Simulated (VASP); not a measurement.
Set up this calculation in VASP 6.6.1, as the native input.

```yaml
Task: single point
Functional: PBE0
Potentials_or_basis: VASP PAW PBE potentials, release 64 (Tl_d)
Cutoff: 520 eV
k_mesh: 5 × 5 × 3
Occupations: fermi-dirac, width 0.1 eV
Spin: no spin polarisation
Dipole_correction: no
Grid_for_exact_exchange_PRECFOCK: Normal
Further_INCAR_settings: ALGO = Normal; EDIFF = 1e-06; NBANDS = 20
Share_of_exact_exchange: 0.25
```

Crystal: Tl.

```
Tl
1.0
     3.59028    0.00000    0.00000
    -1.79514    3.10928    0.00000
     0.00000    0.00000    5.64194
Tl
2
Cartesian
  0.0000 2.0729 1.4105
  1.7951 1.0364 4.2315
```

The input as run:

POSCAR

```
Tl
1.0
    3.5902820833      0.0000000000      0.0000000000
   -1.7951410417      3.1092754909      0.0000000000
    0.0000000000      0.0000000000      5.6419405441
Tl
2
Direct
    0.3333333333      0.6666666667      0.2500000000
    0.6666666667      0.3333333333      0.7500000000
```

INCAR.step1

```
PREC     = Accurate       # precision mode
ENCUT    = 520            # plane-wave cutoff, eV
EDIFF    = 1E-5           # SCF threshold, eV
ISMEAR   = -1             # smearing method
SIGMA    = 0.1            # smearing width, eV
LREAL    = F              # projectors in reciprocal space
LASPH    = T              # aspherical terms in the spheres
NELM     = 80             # most SCF steps
ALGO     = Normal         # electronic algorithm
ISIF     = 2              # what is computed and relaxed
LWAVE    = T              # write WAVECAR
LCHARG   = F              # write CHGCAR
GGA      = PE             # functional
NBANDS   = 20             # bands
```

INCAR.step2

```
PREC     = Accurate       # precision mode
ENCUT    = 520            # plane-wave cutoff, eV
EDIFF    = 1E-6           # SCF threshold, eV
ISMEAR   = -1             # smearing method
SIGMA    = 0.1            # smearing width, eV
LREAL    = F              # projectors in reciprocal space
LASPH    = T              # aspherical terms in the spheres
NELM     = 80             # most SCF steps
ALGO     = Normal         # electronic algorithm
ISIF     = 2              # what is computed and relaxed
LWAVE    = F              # write WAVECAR
LCHARG   = F              # write CHGCAR
GGA      = PE             # functional
LHFCALC  = T              # exact exchange
AEXX     = 0.25           # exact-exchange fraction
PRECFOCK = Normal       
ISTART   = 1            
NBANDS   = 20             # bands
```

KPOINTS

```
Automatic mesh
0
Gamma
  5 5 3
```

Potentials or basis: VASP PAW PBE potentials, release 64 (Tl_d).

Launch:

```console
$ cat potpaw_PBE.64/Tl_d/POTCAR > POTCAR
$ cp INCAR.step1 INCAR
$ mpirun -np 1 vasp_std > vasp.out
$ cp INCAR.step2 INCAR
$ mpirun -np 1 vasp_std > vasp.out
```

It gave:

| Property | Result |
| --- | --- |
| Pressure | -1.3 GPa |
| Band gap on the k mesh | zero (bands 13 and 14 overlap by 2.71 eV) |

Caveat: the k points lie up to 0.40 Å⁻¹ apart, too coarse for converged energies and pressures of a metal; the PAW data sets were made with another functional, which shifts forces and pressure a little; spin-orbit coupling is left out, which moves the levels of the heavy elements.

Run time: 21 min on 1 thread of AMD EPYC 9R45 96-Core Processor (Zen 5) (shared host), peak memory 0.17 GiB.
